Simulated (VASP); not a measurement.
# NaCl (I4/mmm) in VASP: notebook

Runs on NaCl. Level: PBEsol. Tasks: single point.

Program: VASP 6.6.1. These are calculated values, not measurements. Logs are shortened: lines on timing, memory, paths and dates and some standing lists are left out, and cuts for length are marked.

## (1) The cell of the first run

It takes space group I4/mmm (No. 139, tetragonal). Conventional cell: a = 3.981 Å, b = 3.981 Å, c = 5.585 Å, α = 90.00°, β = 90.00°, γ = 90.00°. Na (site symmetry 4/mmm) has 6 Cl at 2.79 to 2.81 Å within 3.7 Å. Cl (site symmetry 4/mmm) has 6 Na at 2.79 to 2.81 Å within 3.7 Å.

## (2) Single point, PBEsol (in-plane strain +0.005)

INCAR reads:

```
ALGO = Normal ; EDIFF = 1E-7
ENCUT = 520 ; GGA = PS
ISIF = 2 ; ISMEAR = 0
LASPH = True ; LCHARG = False
LREAL = False ; LWAVE = False
NBANDS = 14 ; NELM = 80
PREC = Accurate ; SIGMA = 0.01
```

KPOINTS reads:

```
k-points
0
Gamma
  8 8 8
```

POSCAR reads:

```
NaCl
1.0
    2.8149572586      2.8149572586      0.0000000000
   -2.8149572586      2.8149572586      0.0000000000
    0.0000000000      2.8149572586      2.7925496386
Na Cl
1 1
Direct
    0.0000000000      0.0000000000      0.0000000000
    0.5000000000      0.5000000000      0.0000000000
```

Potentials or basis: VASP PAW PBE potentials, release 64 (Na_pv, Cl).

Run with:

```sh
cat potpaw_PBE.64/Na_pv/POTCAR potpaw_PBE.64/Cl/POTCAR > POTCAR
mpirun -np 1 vasp_std > vasp.out
```

OUTCAR:

```text
EDIFF = 1E-7
   ENCUT = 520
   GGA = PS
   ISIF = 2
   ISMEAR = 0
   LASPH = True
   LREAL = False
   NELM = 80
   PREC = Accurate

 ion  position               nearest neighbor table
   1  0.000  0.000  0.000-
   2  0.500  0.500  0.000-

  LATTYP: Found a body centered tetragonal cell.
 ALAT       =     3.9809507326
 C/A-ratio  =     1.4029561410

  Lattice vectors:

 A1 = (   2.8149572586,   0.0000000000,  -2.7925496386)
 A2 = (  -2.8149572586,   0.0000000000,  -2.7925496386)
 A3 = (   0.0000000000,   2.8149572586,   2.7925496386)

Analysis of symmetry for initial positions (statically):
=====================================================================
 Subroutine PRICEL returns:
 Original cell was already a primitive cell.

 Routine SETGRP: Setting up the symmetry group for a
 body centered tetragonal supercell.

 Subroutine GETGRP returns: Found 16 space group operations
 (whereof 16 operations were pure point group operations)
 out of a pool of 16 trial point group operations.

The static configuration has the point symmetry D_4h.

Analysis of symmetry for dynamics (positions and initial velocities):
=====================================================================
 Subroutine PRICEL returns:
 Original cell was already a primitive cell.

 Routine SETGRP: Setting up the symmetry group for a
 body centered tetragonal supercell.

 Subroutine GETGRP returns: Found 16 space group operations
 (whereof 16 operations were pure point group operations)
 out of a pool of 16 trial point group operations.

The dynamic configuration has the point symmetry D_4h.

 Subroutine INISYM returns: Found 16 space group operations
 (whereof 16 operations are pure point group operations),
 and found     1 'primitive' translations

----------------------------------------------------------------------------------------

                                     Primitive cell

  volume of cell :      44.2562

  direct lattice vectors                    reciprocal lattice vectors
     2.814957259  2.814957259  0.000000000     0.177622590  0.177622590 -0.179047847
    -2.814957259  2.814957259  0.000000000    -0.177622590  0.177622590 -0.179047847
     0.000000000  2.814957259  2.792549639     0.000000000  0.000000000  0.358095694

  length of vectors
     3.980950733  3.980950733  3.965137810     0.308476418  0.308476418  0.358095694

  position of ions in fractional coordinates (direct lattice)
     0.000000000  0.000000000  0.000000000
     0.500000000  0.500000000  0.000000000

  ion indices of the primitive-cell ions
   primitive index   ion index
                 1           1
                 2           2

----------------------------------------------------------------------------------------

 KPOINTS: k-points

Automatic generation of k-mesh.
 Grid dimensions read from file:
 generate k-points for:    8    8    8

 Generating k-lattice:

  Cartesian coordinates                     Fractional coordinates (reciprocal lattice)
     0.022202824  0.022202824 -0.022380981     0.125000000  0.000000000  0.000000000
    -0.022202824  0.022202824 -0.022380981     0.000000000  0.125000000  0.000000000
     0.000000000  0.000000000  0.044761962     0.000000000  0.000000000  0.125000000

  Length of vectors
     0.038559552  0.038559552  0.044761962

  Shift w.r.t. Gamma in fractional coordinates (k-lattice)
     0.000000000  0.000000000  0.000000000

 Subroutine IBZKPT returns following result:
 ===========================================

 Found     59 irreducible k-points:

 Following reciprocal coordinates:
            Coordinates               Weight
  0.000000  0.000000  0.000000      1.000000
  0.125000  0.000000 -0.000000      8.000000
  0.250000  0.000000 -0.000000      8.000000
  0.375000  0.000000 -0.000000      8.000000
  0.500000  0.000000 -0.000000      4.000000
  0.125000  0.125000 -0.000000      8.000000
[... 16 lines left out ...]
  0.250000  0.000000  0.125000      4.000000
  0.375000  0.000000  0.125000      8.000000
 [... further k-points ...]
   k-points           NKPTS =     59   k-points in BZ     NKDIM =     59   number of bands    NBANDS=     14
   number of dos      NEDOS =    301   number of ions     NIONS =      2
   total plane-waves  NPLWV =  27000
   dimension x,y,z NGX =    30 NGY =   30 NGZ =   30
   dimension x,y,z NGXF=    60 NGYF=   60 NGZF=   60
   ions per type =               1   1
   NGX,Y,Z   is equivalent  to a cutoff of  12.53, 12.53, 12.58 a.u.
   NGXF,Y,Z  is equivalent  to a cutoff of  25.06, 25.06, 25.16 a.u.
 SYSTEM =  unknown system
   PREC   = accura    normal or accurate (medium, high low for compatibility)
   ISTART =      0    job   : 0-new  1-cont  2-samecut
   ICHARG =      2    charge: 1-file 2-atom 10-const
   ISPIN  =      1    spin polarized calculation?
   LNONCOLLINEAR =      F non collinear calculations
   LSORBIT =      F    spin-orbit coupling
   LASPH  =      T    aspherical Exc in radial PAW
   ENCUT  =  520.0 eV  38.22 Ry    6.18 a.u.   7.40  7.40  7.37*2*pi/ulx,y,z
   NELM   =     80;   NELMIN=  2; NELMDL= -5     # of ELM steps
   EDIFF  = 0.1E-06   stopping-criterion for ELM
   LREAL  =      F    real-space projection
   EDIFFG = 0.1E-05   stopping-criterion for IOM
   NSW    =      0    number of steps for IOM
   IBRION =     -1    ionic relax: 0-MD 1-quasi-New 2-CG
   NFREE  =      0    steps in history (QN), initial steepest desc. (CG)
   ISIF   =      2    stress and relaxation
   ISYM   =      2    0-nonsym 1-usesym 2-fastsym
   POTIM  = 0.5000    time-step for ionic-motion
   TEBEG  =    0.0;   TEEND  =   0.0 temperature during run
   PSTRESS=    0.0 pullay stress
   NELECT =      14.0000    total number of electrons
   NUPDOWN=      -1.0000    fix difference up-down
   EMIN   =  10.00;   EMAX   =-10.00  energy-range for DOS
   EFERMI =   0.00;   METHOD = LEGACY
   ISMEAR =     0;   SIGMA  =   0.01  broadening in eV -4-tet -1-fermi 0-gaus
   EFERMI_NEDOS =   21; number of points for ismear=-14 and -15
   IALGO  =     38    algorithm
   IMIX   =      4    mixing-type and parameters
     AMIX     =   0.40;   BMIX     =  1.00
     AMIX_MAG =   1.60;   BMIX_MAG =  1.00
  volume/ion in A,a.u.               =      22.13       149.33
  Fermi-wavevector in a.u.,A,eV,Ry     =   1.115474  2.107940 16.929479  1.244282
  Thomas-Fermi vector in A             =   2.252079
   LORBIT       =      0    0 simple, 1 ext, 2 COOP (PROOUT), +10 PAW based schemes
   GGA     = PS    functional components
   LHFCALC =     F    Hartree Fock is set to
   AEXX    =    0.0000 exact exchange contribution
   IVDW    =     0    specifies the selected vdW correction
   LEPSILON=     F    determine dielectric tensor
   LRPA    =     F    only Hartree local field effects (RPA)
 non-spin polarized calculation
 Gauss-broadening in eV      SIGMA  =   0.01
  energy-cutoff  :      520.00
  volume of cell :       44.26
 maximum number of plane-waves:      1235
 NGX is ok and might be reduce to    30
   NGX = 15   NGY = 15   NGZ = 15

 number of electron      14.0000002 magnetization

 Free energy of the ion-electron system (eV)
  ---------------------------------------------------
  ext. energy  EPLUGINS =         0.00000000
  ---------------------------------------------------
  free energy    TOTEN  =        -6.99799413 eV

  energy without entropy =       -6.99799413  energy(sigma->0) =       -6.99799413

 E-fermi :  -0.6414     XC(G=0):  -8.3922

 val. band max:       -0.7054930837   @ k =   0.0000   0.0000   0.0000
 cond. band min:       4.2735808647   @ k =   0.0000   0.0000   0.0000
 fundamental gap:      4.9790739483
 Fermi energy:        -0.6413606206

 k-point     1 :       0.0000    0.0000    0.0000
  band No.  band energies     occupation
      1     -21.3338      2.00000
      2     -21.3338      2.00000
      3     -21.3329      2.00000
      4     -13.3826      2.00000
      5      -0.7119      2.00000
      6      -0.7055      2.00000
      7      -0.7055      2.00000
      8       4.2736      0.00000
      9      10.2828      0.00000
     10      10.2828      0.00000
     11      10.3441      0.00000
     12      12.4908      0.00000
     13      12.5909      0.00000
     14      13.9381      0.00000

 k-point     2 :       0.1250    0.0000   -0.0000
  band No.  band energies     occupation
      1     -21.3383      2.00000
      2     -21.3341      2.00000
      3     -21.3335      2.00000
      4     -13.3325      2.00000
      5      -1.0970      2.00000
      6      -0.7514      2.00000
      7      -0.7494      2.00000
      8       4.7835      0.00000
      9       9.7364      0.00000
     10      10.4777      0.00000
     11      10.5233      0.00000
     12      12.2311      0.00000
     13      12.3151      0.00000
     14      14.9094      0.00000

 k-point     3 :       0.2500    0.0000   -0.0000
  band No.  band energies     occupation
      1     -21.3499      2.00000
      2     -21.3350      2.00000
      3     -21.3343      2.00000
      4     -13.2080      2.00000
      5      -1.8587      2.00000
      6      -0.8520      2.00000
      7      -0.8487      2.00000
      8       5.7612      0.00000
      9       9.1797      0.00000
     10      10.5680      0.00000
     11      10.6415      0.00000
     12      12.4637      0.00000
     13      12.4962      0.00000
     14      14.8650      0.00000
[... 324 lines left out ...]
 k-point    23 :       0.2500    0.0000    0.1250
  band No.  band energies     occupation
      1     -21.3440      2.00000
      2     -21.3356      2.00000
      3     -21.3341      2.00000
      4     -13.2599      2.00000
      5      -1.4928      2.00000
      6      -0.9343      2.00000
      7      -0.7805      2.00000
      8       5.4651      0.00000
      9       9.2112      0.00000
     10      10.5729      0.00000
     11      10.8240      0.00000
     12      11.5158      0.00000
     13      12.7761      0.00000
     14      15.9757      0.00000

 k-point    24 :       0.3750    0.0000    0.1250
  band No.  band energies     occupation
      1     -21.3536      2.00000
      2     -21.3377      2.00000
      3     -21.3350      2.00000
      4     -13.1366      2.00000
      5      -2.0832      2.00000
      6      -1.1220      2.00000
      7      -0.8821      2.00000
      8       6.4014      0.00000
      9       8.9690      0.00000
     10      10.1014      0.00000
     11      10.7572      0.00000
     12      12.0226      0.00000
     13      13.9049      0.00000
     14      15.7368      0.00000

 [... further k-points ...]

------------------------ aborting loop because EDIFF is reached ----------------------------------------

  FORCE on cell =-STRESS in cart. coord.  units (eV):
  Direction    XX          YY          ZZ          XY          YZ          ZX
  --------------------------------------------------------------------------------------
  -------------------------------------------------------------------------------------
  Total       -0.0742521     -0.0742521      0.0206068      0.0000000      0.0000000      0.0000000
  in kB       -2.6880946     -2.6880946      0.7460134      0.0000000      0.0000000      0.0000000
  external PRESSURE =      -1.5433920 kB  Pullay stress =       0.0000000 kB

 VOLUME and BASIS-vectors are now :
 -----------------------------------------------------------------------------
  energy-cutoff  :      520.00
  volume of cell :       44.26
      direct lattice vectors                 reciprocal lattice vectors
     2.814957259  2.814957259  0.000000000     0.177622590  0.177622590 -0.179047847
    -2.814957259  2.814957259  0.000000000    -0.177622590  0.177622590 -0.179047847
     0.000000000  2.814957259  2.792549639     0.000000000  0.000000000  0.358095694

 POSITION                                       TOTAL-FORCE (eV/Angst)
 -----------------------------------------------------------------------------------
      0.00000      0.00000      0.00000        -0.000000     -0.000000      0.000000
      0.00000      2.81496      0.00000         0.000000      0.000000      0.000000
 -----------------------------------------------------------------------------------
    total drift:                               -0.000000      0.000000      0.000000

  FREE ENERGIE OF THE ION-ELECTRON SYSTEM (eV)
  ---------------------------------------------------
  free  energy   TOTEN  =        -6.9979941339 eV

  energy  without entropy=       -6.9979941339  energy(sigma->0) =       -6.99799413
```

Wall time 49 s (1 thread of Intel Xeon 8259CL, shared host); peak memory 0.18 GiB.

What came out:

| Property | Result |
| --- | --- |
| Free energy | -6.9980 eV |
| Pressure | -0.2 GPa |
| Band gap on the k mesh | 4.98 eV |

Caveat: the cell differs from its parent crystal (in-plane strain +0.005); the PAW data sets were made with another functional, which shifts forces and pressure a little.

## (3) Single point, PBEsol (in-plane strain +0.01)

INCAR reads:

```
SYSTEM = NaCl
PREC = Accurate
ENCUT = 520
EDIFF = 1E-6
ISMEAR = 0
SIGMA = 0.01
LREAL = .False.
LASPH = .True.
NELM = 60
ALGO = Normal
ISIF = 2
LWAVE = .False.
LCHARG = .False.
GGA = PS
NBANDS = 14
```

KPOINTS reads:

```
regular mesh
0
Gamma
  8 8 8
  0 0 0
```

POSCAR reads:

```
NaCl
1.0
    2.8289620211      2.8289620211      0.0000000000
   -2.8289620211      2.8289620211      0.0000000000
    0.0000000000      2.8289620211      2.7841467811
Na Cl
1 1
Direct
    0.0000000000      0.0000000000      0.0000000000
    0.5000000000      0.5000000000      0.0000000000
```

Potentials or basis: VASP PAW PBE potentials, release 64 (Na_pv, Cl).

Run with:

```sh
cat potpaw_PBE.64/Na_pv/POTCAR potpaw_PBE.64/Cl/POTCAR > POTCAR
mpirun -np 1 vasp_std > vasp.out
```

Wall time 50 s (1 thread of Intel Xeon 8259CL, shared host); peak memory 0.18 GiB.

The run converged. Its results:

| Property | Result |
| --- | --- |
| Free energy | -6.9969 eV |
| Pressure | -0.3 GPa |
| Band gap on the k mesh | 4.95 eV |

Stress tensor (GPa, compression positive):
```
-0.53  0.00  0.00
 0.00 -0.53  0.00
 0.00  0.00  0.14
```

Levels at points of the mesh, in eV from the valence-band top:
```
           k point  band 5  band 6  band 7  band 8  band 9  band 10
(0.00, 0.00, 0.00)   -0.01    0.00    0.00    4.95   10.96    10.96
(0.50, 0.00, 0.00)   -2.00   -0.29   -0.27    7.08   10.55    10.79
(0.50, 0.50, 0.00)   -1.73   -0.63   -0.58    7.45    7.90    11.12
(0.00, 0.00, 0.50)   -1.72   -0.64   -0.64    7.45    7.84    11.27
```

Caveat: the cell differs from its parent crystal (in-plane strain +0.01); the PAW data sets were made with another functional, which shifts forces and pressure a little.

## (4) Single point, PBEsol (in-plane strain +0.01, then relaxed in part)

INCAR reads:

```
PREC = Accurate ; ENCUT = 520
EDIFF = 1E-6 ; ISMEAR = 0
SIGMA = 0.01 ; LREAL = False
LASPH = True ; NELM = 100
ALGO = Normal ; ISIF = 2
LWAVE = False ; LCHARG = False
GGA = PS ; NBANDS = 14
```

KPOINTS reads:

```
Automatic mesh
0
Gamma
  8 8 8
```

Changes to POSCAR since step 3:

```diff
@@ -4,3 +4,3 @@
    -2.8289620211      2.8289620211      0.0000000000
-    0.0000000000      2.8289620211      2.7841467811
+    0.0000000000      2.8289620211      2.7895594445
 Na Cl
```

Run with:

```sh
cat potpaw_PBE.64/Na_pv/POTCAR potpaw_PBE.64/Cl/POTCAR > POTCAR
mpirun -np 1 vasp_std > vasp.out
```

Wall time 44 s (1 thread of Intel Xeon 8259CL, shared host); peak memory 0.18 GiB.

It converged, with:

```yaml
Free_energy: -6.9969 eV
Pressure: -0.4 GPa
Band_gap_on_the_k_mesh: 4.94 eV
```

Stress tensor (GPa, compression positive):
```
-0.55  0.00  0.00
 0.00 -0.55  0.00
 0.00  0.00  0.02
```

Levels at points of the mesh, in eV from the valence-band top:
```tsv
k point	band 5	band 6	band 7	band 8	band 9	band 10
(0.00, 0.00, 0.00)	-0.01	0.00	0.00	4.94	10.96	10.96
(0.50, 0.00, 0.00)	-1.99	-0.28	-0.27	7.08	10.53	10.80
(0.50, 0.50, 0.00)	-1.72	-0.63	-0.59	7.45	7.90	11.11
(0.00, 0.00, 0.50)	-1.71	-0.64	-0.64	7.44	7.85	11.24
```

Caveat: the cell differs from its parent crystal (in-plane strain +0.01, then relaxed in part); the PAW data sets were made with another functional, which shifts forces and pressure a little.

## (5) Summary

```tsv
cell	gap on the mesh (eV)	pressure (GPa)
a = 3.981, b = 3.981, c = 3.965 Å, angles 59.9, 59.9, 90.0°, 2 atoms	4.98	-0.2
a = 4.001, b = 4.001, c = 3.969 Å, angles 59.7, 59.7, 90.0°, 2 atoms	4.95	-0.3
a = 4.001, b = 4.001, c = 3.973 Å, angles 59.8, 59.8, 90.0°, 2 atoms	4.94	-0.4
```

Alike in all rows: task single point; level PBEsol; potentials or basis VASP PAW PBE potentials, release 64 (Na_pv, Cl); no spin polarisation; k mesh 8 × 8 × 8; cutoff (eV) 520; smearing gaussian 0.01 eV.

Caveats: the PAW data sets were made with another functional, which shifts forces and pressure a little.

Total energies depend on the potentials used, so only differences within one code and one set of settings carry meaning.
